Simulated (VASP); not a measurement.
Cd:

```
CELL_PARAMETERS angstrom
2.97887 0.00000 0.00000
-1.48944 2.57978 0.00000
0.00000 0.00000 5.61765
ATOMIC_POSITIONS crystal
Cd 0.33333 0.66667 0.25000
Cd 0.66667 0.33333 0.75000
```

Base run:

- Program: VASP 6.6.1
- Functional: PBE
- Potentials or basis: VASP PAW PBE potentials, release 64 (Cd)
- Cutoff: 520 eV
- k mesh: 15 × 15 × 6
- Occupations: gaussian, width 0.05 eV
- Spin: no spin polarisation

Its results: band gap on the k mesh zero (bands 12 and 13 overlap by 4.58 eV); pressure 3.1 GPa.

Question: The run is repeated on the same cell with these changes: functional from PBE to LDA; potentials or basis from VASP PAW PBE potentials, release 64 (Cd) to VASP PAW LDA potentials, release 64 (Cd). What comes out?

Answer: Band gap on the k mesh zero (bands 12 and 13 overlap by 4.54 eV); pressure -4.1 GPa.

Caveats: the cell stands under pressure (at least some runs); the cell stands under tension (at least some runs).
